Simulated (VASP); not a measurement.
# Si (Fd-3m) in VASP: a series of runs

Si is run at these levels: r2SCAN, PBE; tasks: electric field gradients.

Program: VASP 6.6.1. These are calculated values, not measurements. Logs are shortened: lines on timing, memory, paths and dates and some standing lists are left out, and cuts for length are marked.

### 1 The cell of the first run

It takes space group Fd-3m (No. 227, cubic). The conventional cell has a = 5.431 Å, b = 5.431 Å, c = 5.431 Å, α = 90.00°, β = 90.00°, γ = 90.00°. Within 3.1 Å of Si (site symmetry -43m) lie 4 Si at 2.35 Å.

### 2 Electric field gradients, r2SCAN

File POSCAR:

```
Si
1.0
    0.0000000000      2.7154700000      2.7154700000
    2.7154700000      0.0000000000      2.7154700000
    2.7154700000      2.7154700000      0.0000000000
Si
2
Direct
    0.5000000000      0.5000000000      0.5000000000
    0.7500000000      0.7500000000      0.7500000000
```

File INCAR.step1:

```
SYSTEM = Si
  ALGO = Normal
  EDIFF = 1E-4
  ENCUT = 520
  GGA = PE
  ISMEAR = -1
  LASPH = .TRUE.
  LCHARG = .FALSE.
  LREAL = .FALSE.
  LWAVE = .TRUE.
  NBANDS = 11
  NELM = 80
  PREC = Accurate
  SIGMA = 0.08
```

File INCAR.step2:

```
SYSTEM = Si
  ALGO = Normal
  EDIFF = 1E-8
  ENCUT = 520
  ISIF = 2
  ISMEAR = -1
  ISTART = 1
  LASPH = .TRUE.
  LCHARG = .FALSE.
  LEFG = .TRUE.
  LMIXTAU = .TRUE.
  LREAL = .FALSE.
  LWAVE = .FALSE.
  METAGGA = R2SCAN
  NBANDS = 11
  NELM = 80
  PREC = Accurate
  SIGMA = 0.08
```

File KPOINTS:

```
k-points
0
G
  11 11 11
  0 0 0
```

Potentials or basis: VASP PAW PBE potentials, release 64 (Si).

Run with:

```
> cat potpaw_PBE.64/Si/POTCAR > POTCAR
> cp INCAR.step1 INCAR
> mpirun -np 1 vasp_std > vasp.out
> cp INCAR.step2 INCAR
> mpirun -np 1 vasp_std > vasp.out
```

OUTCAR:

```text
SYSTEM = Si
   EDIFF = 1E-8
   ENCUT = 520
   ISIF = 2
   ISMEAR = -1
   ISTART = 1
   LASPH = .TRUE.
   LREAL = .FALSE.
   METAGGA = R2SCAN
   NELM = 80
   PREC = Accurate

 ion  position               nearest neighbor table
   1  0.500  0.500  0.500-   2 2.35   2 2.35   2 2.35   2 2.35
   2  0.750  0.750  0.750-   1 2.35   1 2.35   1 2.35   1 2.35

  LATTYP: Found a face centered cubic cell.
 ALAT       =     5.4309400000

  Lattice vectors:

 A1 = (   0.0000000000,   2.7154700000,   2.7154700000)
 A2 = (   2.7154700000,   0.0000000000,   2.7154700000)
 A3 = (   2.7154700000,   2.7154700000,   0.0000000000)

Analysis of symmetry for initial positions (statically):
=====================================================================
 Subroutine PRICEL returns:
 Original cell was already a primitive cell.

 Routine SETGRP: Setting up the symmetry group for a
 face centered cubic supercell.

 Subroutine GETGRP returns: Found 48 space group operations
 (whereof 24 operations were pure point group operations)
 out of a pool of 48 trial point group operations.

The static configuration has the point symmetry T_d .
 The point group associated with its full space group is O_h .

Analysis of symmetry for dynamics (positions and initial velocities):
=====================================================================
 Subroutine PRICEL returns:
 Original cell was already a primitive cell.

 Routine SETGRP: Setting up the symmetry group for a
 face centered cubic supercell.

 Subroutine GETGRP returns: Found 48 space group operations
 (whereof 24 operations were pure point group operations)
 out of a pool of 48 trial point group operations.

The dynamic configuration has the point symmetry T_d .
 The point group associated with its full space group is O_h .

 Subroutine INISYM returns: Found 48 space group operations
 (whereof 24 operations are pure point group operations),
 and found     1 'primitive' translations

----------------------------------------------------------------------------------------

                                     Primitive cell

  volume of cell :      40.0465

  direct lattice vectors                    reciprocal lattice vectors
     0.000000000  2.715470000  2.715470000    -0.184130187  0.184130187  0.184130187
     2.715470000  0.000000000  2.715470000     0.184130187 -0.184130187  0.184130187
     2.715470000  2.715470000  0.000000000     0.184130187  0.184130187 -0.184130187

  length of vectors
     3.840254502  3.840254502  3.840254502     0.318922840  0.318922840  0.318922840

  position of ions in fractional coordinates (direct lattice)
     0.500000000  0.500000000  0.500000000
     0.750000000  0.750000000  0.750000000

  ion indices of the primitive-cell ions
   primitive index   ion index
                 1           1
                 2           2

----------------------------------------------------------------------------------------

 KPOINTS: k-points

Automatic generation of k-mesh.
 Grid dimensions read from file:
 generate k-points for:   11   11   11

 Generating k-lattice:

  Cartesian coordinates                     Fractional coordinates (reciprocal lattice)
    -0.016739108  0.016739108  0.016739108     0.090909091  0.000000000  0.000000000
     0.016739108 -0.016739108  0.016739108     0.000000000  0.090909091  0.000000000
     0.016739108  0.016739108 -0.016739108     0.000000000  0.000000000  0.090909091

  Length of vectors
     0.028992985  0.028992985  0.028992985

  Shift w.r.t. Gamma in fractional coordinates (k-lattice)
     0.000000000  0.000000000  0.000000000

 Subroutine IBZKPT returns following result:
 ===========================================

 Found     56 irreducible k-points:

 Following reciprocal coordinates:
            Coordinates               Weight
  0.000000  0.000000  0.000000      1.000000
  0.090909  0.000000  0.000000      8.000000
  0.181818  0.000000  0.000000      8.000000
  0.272727  0.000000  0.000000      8.000000
  0.363636  0.000000  0.000000      8.000000
  0.454545  0.000000  0.000000      8.000000
[... 16 lines left out ...]
 -0.272727  0.181818  0.000000     24.000000
 -0.181818  0.181818  0.000000     12.000000
 [... further k-points ...]
   k-points           NKPTS =     56   k-points in BZ     NKDIM =     56   number of bands    NBANDS=     11
   number of dos      NEDOS =    301   number of ions     NIONS =      2
   total plane-waves  NPLWV =  27000
   dimension x,y,z NGX =    30 NGY =   30 NGZ =   30
   dimension x,y,z NGXF=    60 NGYF=   60 NGZF=   60
   ions per type =               2
   NGX,Y,Z   is equivalent  to a cutoff of  12.99, 12.99, 12.99 a.u.
   NGXF,Y,Z  is equivalent  to a cutoff of  25.97, 25.97, 25.97 a.u.
 SYSTEM =  Si
   PREC   = accura    normal or accurate (medium, high low for compatibility)
   ISTART =      1    job   : 0-new  1-cont  2-samecut
   ICHARG =      0    charge: 1-file 2-atom 10-const
   ISPIN  =      1    spin polarized calculation?
   LNONCOLLINEAR =      F non collinear calculations
   LSORBIT =      F    spin-orbit coupling
   LASPH  =      T    aspherical Exc in radial PAW
   ENCUT  =  520.0 eV  38.22 Ry    6.18 a.u.   7.14  7.14  7.14*2*pi/ulx,y,z
   NELM   =     80;   NELMIN=  2; NELMDL=  0     # of ELM steps
   EDIFF  = 0.1E-07   stopping-criterion for ELM
   LREAL  =      F    real-space projection
   EDIFFG = 0.1E-06   stopping-criterion for IOM
   NSW    =      0    number of steps for IOM
   IBRION =     -1    ionic relax: 0-MD 1-quasi-New 2-CG
   NFREE  =      0    steps in history (QN), initial steepest desc. (CG)
   ISIF   =      2    stress and relaxation
   ISYM   =      2    0-nonsym 1-usesym 2-fastsym
   POTIM  = 0.5000    time-step for ionic-motion
   TEBEG  =    0.0;   TEEND  =   0.0 temperature during run
   PSTRESS=    0.0 pullay stress
   NELECT =       8.0000    total number of electrons
   NUPDOWN=      -1.0000    fix difference up-down
   EMIN   =  10.00;   EMAX   =-10.00  energy-range for DOS
   EFERMI =   0.00;   METHOD = LEGACY
   ISMEAR =    -1;   SIGMA  =   0.08  broadening in eV -4-tet -1-fermi 0-gaus
   EFERMI_NEDOS =   21; number of points for ismear=-14 and -15
   IALGO  =     38    algorithm
   IMIX   =      4    mixing-type and parameters
     AMIX     =   0.40;   BMIX     =  1.00
     AMIX_MAG =   1.60;   BMIX_MAG =  1.00
  volume/ion in A,a.u.               =      20.02       135.12
  Fermi-wavevector in a.u.,A,eV,Ry     =   0.957010  1.808487 12.461143  0.915868
  Thomas-Fermi vector in A             =   2.085990
   LORBIT       =      0    0 simple, 1 ext, 2 COOP (PROOUT), +10 PAW based schemes
   METAGGA = R2SCAN    functional components
   LHFCALC =     F    Hartree Fock is set to
   AEXX    =    0.0000 exact exchange contribution
   IVDW    =     0    specifies the selected vdW correction
   LEPSILON=     F    determine dielectric tensor
   LRPA    =     F    only Hartree local field effects (RPA)
 non-spin polarized calculation
  energy-cutoff  :      520.00
  volume of cell :       40.05
 maximum number of plane-waves:      1092
 NGX is ok and might be reduce to    30
   NGX = 15   NGY = 15   NGZ = 15

 number of electron       8.0000000 magnetization

 Free energy of the ion-electron system (eV)
  ---------------------------------------------------
  ext. energy  EPLUGINS =         0.00000000
  ---------------------------------------------------
  free energy    TOTEN  =       -17.54995649 eV

  energy without entropy =      -17.54985587  energy(sigma->0) =      -17.54990618

 E-fermi :   6.1126     XC(G=0):  -9.8549

 val. band max:        5.7363371634   @ k =   0.0000   0.0000   0.0000
 cond. band min:       6.5368648637   @ k =   0.4545   0.4545   0.0000
 fundamental gap:      0.8005277003
 Fermi energy:         6.1126180540

 k-point     1 :       0.0000    0.0000    0.0000
  band No.  band energies     occupation
      1      -6.7891      2.00000
      2       5.7363      1.98204
      3       5.7363      1.98204
      4       5.7363      1.98204
      5       8.4948      0.00000
      6       8.4948      0.00000
      7       8.4948      0.00000
      8       9.7240      0.00000
      9      13.8630      0.00000
     10      13.8630      0.00000
     11      14.4401      0.00000
[... 309 lines left out ...]
 k-point    24 :      -0.1818    0.1818    0.0000
  band No.  band energies     occupation
      1      -5.6064      2.00000
      2       1.5228      2.00000
      3       2.9376      2.00000
      4       5.0060      2.00000
      5       9.0485      0.00000
      6       9.7548      0.00000
      7      10.1299      0.00000
      8      11.9166      0.00000
      9      12.2038      0.00000
     10      16.4521      0.00000
     11      17.1807      0.00000

 [... further k-points ...]
[... 5 lines left out ...]
  --------------------------------------------------------------------------------------
  -------------------------------------------------------------------------------------
  Total        0.1185342      0.1185342      0.1185342     -0.0000000      0.0000000      0.0000000
  in kB        4.7423037      4.7423037      4.7423037     -0.0000000      0.0000000      0.0000000
  external PRESSURE =       4.7423037 kB  Pullay stress =       0.0000000 kB

 VOLUME and BASIS-vectors are now :
 -----------------------------------------------------------------------------
  energy-cutoff  :      520.00
  volume of cell :       40.05
      direct lattice vectors                 reciprocal lattice vectors
     0.000000000  2.715470000  2.715470000    -0.184130187  0.184130187  0.184130187
     2.715470000  0.000000000  2.715470000     0.184130187 -0.184130187  0.184130187
     2.715470000  2.715470000  0.000000000     0.184130187  0.184130187 -0.184130187

 POSITION                                       TOTAL-FORCE (eV/Angst)
 -----------------------------------------------------------------------------------
      2.71547      2.71547      2.71547         0.000000      0.000000      0.000000
      4.07320      4.07320      4.07320        -0.000000     -0.000000     -0.000000
 -----------------------------------------------------------------------------------
    total drift:                                0.000000     -0.000000     -0.000000

  FREE ENERGIE OF THE ION-ELECTRON SYSTEM (eV)
  ---------------------------------------------------
  free  energy   TOTEN  =       -17.5499564876 eV

  energy  without entropy=      -17.5498558656  energy(sigma->0) =      -17.54990618

 Electric field gradients (V/A^2)
---------------------------------------------------------------------
 ion       V_xx      V_yy      V_zz      V_xy      V_xz      V_yz
---------------------------------------------------------------------
   1       0.000     0.000     0.000     0.000     0.000     0.000
   2       0.000    -0.000     0.000     0.000     0.000     0.000
---------------------------------------------------------------------

 Electric field gradients after diagonalization (V/A^2)
 (convention: |V_zz| > |V_xx| > |V_yy|)
----------------------------------------------------------------------
 ion       V_xx      V_yy      V_zz     asymmetry (V_yy - V_xx)/ V_zz
----------------------------------------------------------------------
   1      -0.000    -0.000     0.000       0.000
   2      -0.000    -0.000     0.000       0.000
----------------------------------------------------------------------

           NMR quadrupolar parameters

 Cq : quadrupolar parameter    Cq=e*Q*V_zz/h
 eta: asymmetry parameters     (V_yy - V_xx)/ V_zz
 Q  : nuclear electric quadrupole moment in mb (millibarn)
----------------------------------------------------------------------
 ion       Cq(MHz)       eta       Q (mb)
----------------------------------------------------------------------
   1       0.000       0.000       1.000
   2       0.000       0.000       1.000
----------------------------------------------------------------------
```

Run time: 45 s. Hardware: 1 thread of Intel Xeon 6975P-C (Granite Rapids), shared host; peak memory 0.17 GiB.

What came out:

| Item | Value |
| --- | --- |
| Free energy | -17.5500 eV |
| Pressure | 0.5 GPa |
| Band gap on the k mesh | 0.80 eV, indirect (least direct gap 2.76 eV) |

Caveat: without QUAD_EFG the Cq values of the log hold for a quadrupole moment of 1 mb, not for the nuclei; the PAW data sets were made with another functional, which shifts forces and pressure a little. A k mesh can miss the band edges.

### 3 Electric field gradients, PBE (volume scaled by 0.9405)

File INCAR:

```
PREC = Accurate
ENCUT = 520
EDIFF = 1E-8
ISMEAR = -1
SIGMA = 0.08
LREAL = F
LASPH = T
NELM = 80
ALGO = Normal
ISIF = 2
LWAVE = F
LCHARG = F
GGA = PE
LEFG = T
NBANDS = 11
```

File KPOINTS:

```
regular mesh
0
Gamma
  11 11 11
```

File POSCAR:

```
Si
1.0
    0.0000000000      2.6605082448      2.6605082448
    2.6605082448      0.0000000000      2.6605082448
    2.6605082448      2.6605082448      0.0000000000
Si
2
Direct
    0.5000000000      0.5000000000      0.5000000000
    0.7500000000      0.7500000000      0.7500000000
```

Potentials or basis: VASP PAW PBE potentials, release 64 (Si).

Run with:

```
> cat potpaw_PBE.64/Si/POTCAR > POTCAR
> mpirun -np 1 vasp_std > vasp.out
```

OUTCAR:

```text
PREC = Accurate
   ENCUT = 520
   EDIFF = 1E-8
   ISMEAR = -1
   LREAL = F
   LASPH = T
   NELM = 80
   ISIF = 2
   GGA = PE

 ion  position               nearest neighbor table
   1  0.500  0.500  0.500-   2 2.30   2 2.30   2 2.30   2 2.30
   2  0.750  0.750  0.750-   1 2.30   1 2.30   1 2.30   1 2.30

  LATTYP: Found a face centered cubic cell.
 ALAT       =     5.3210164896

  Lattice vectors:

 A1 = (   0.0000000000,   2.6605082448,   2.6605082448)
 A2 = (   2.6605082448,   0.0000000000,   2.6605082448)
 A3 = (   2.6605082448,   2.6605082448,   0.0000000000)

[... 548 lines left out ...]
  free  energy   TOTEN  =       -10.7681708526 eV

  energy  without entropy=      -10.7676410839  energy(sigma->0) =      -10.76790597

 Electric field gradients (V/A^2)
---------------------------------------------------------------------
 ion       V_xx      V_yy      V_zz      V_xy      V_xz      V_yz
---------------------------------------------------------------------
   1      -0.000    -0.000     0.000    -0.000    -0.000    -0.000
   2      -0.000    -0.000     0.000    -0.000    -0.000    -0.000
---------------------------------------------------------------------

 Electric field gradients after diagonalization (V/A^2)
 (convention: |V_zz| > |V_xx| > |V_yy|)
----------------------------------------------------------------------
 ion       V_xx      V_yy      V_zz     asymmetry (V_yy - V_xx)/ V_zz
----------------------------------------------------------------------
   1       0.000     0.000    -0.000       0.000
   2       0.000     0.000    -0.000       0.000
----------------------------------------------------------------------

           NMR quadrupolar parameters

 Cq : quadrupolar parameter    Cq=e*Q*V_zz/h
 eta: asymmetry parameters     (V_yy - V_xx)/ V_zz
 Q  : nuclear electric quadrupole moment in mb (millibarn)
----------------------------------------------------------------------
 ion       Cq(MHz)       eta       Q (mb)
----------------------------------------------------------------------
   1      -0.000       0.000       1.000
   2      -0.000       0.000       1.000
----------------------------------------------------------------------
```

OSZICAR:

```text
N       E                     dE             d eps       ncg     rms          rms(c)
DAV:   1     0.871914837917E+01    0.87191E+01   -0.33621E+03  1232   0.597E+02
DAV:   2    -0.104157634303E+02   -0.19135E+02   -0.18381E+02  1657   0.895E+01
DAV:   3    -0.109822638651E+02   -0.56650E+00   -0.56484E+00  1580   0.134E+01
DAV:   4    -0.109865210091E+02   -0.42571E-02   -0.42568E-02  1462   0.145E+00
DAV:   5    -0.109865619241E+02   -0.40915E-04   -0.40915E-04  1543   0.133E-01    0.529E+00
DAV:   6    -0.108335742547E+02    0.15299E+00   -0.91786E-02  1373   0.124E+00    0.324E+00
DAV:   7    -0.107667902091E+02    0.66784E-01   -0.16774E-01  1408   0.179E+00    0.250E-01
DAV:   8    -0.107679670332E+02   -0.11768E-02   -0.68988E-03  1414   0.454E-01    0.871E-02
DAV:   9    -0.107681440081E+02   -0.17697E-03   -0.16488E-04  1522   0.824E-02    0.649E-02
DAV:  10    -0.107681706367E+02   -0.26629E-04   -0.24740E-05  1451   0.284E-02    0.914E-03
DAV:  11    -0.107681707039E+02   -0.67171E-07   -0.19451E-06  1510   0.728E-03    0.377E-03
DAV:  12    -0.107681707956E+02   -0.91686E-07   -0.42208E-07  1397   0.416E-03    0.302E-03
DAV:  13    -0.107681708480E+02   -0.52440E-07   -0.68977E-09  1482   0.523E-04    0.241E-04
DAV:  14    -0.107681708526E+02   -0.45504E-08   -0.41898E-10   826   0.141E-04
   1 F= -.10768171E+02 E0= -.10767906E+02  d E =-.529769E-03
```

It took 22 s on 1 thread of Intel Xeon 6975P-C (Granite Rapids), shared host; peak memory 0.15 GiB.

Results:

```
Free energy            : -10.7682 eV
Pressure               : 8.7 GPa
Band gap on the k mesh : 0.47 eV, indirect (least direct gap 2.59 eV)
```

Caveat: without QUAD_EFG the Cq values of the log hold for a quadrupole moment of 1 mb, not for the nuclei.

[end of part 1 of 3]
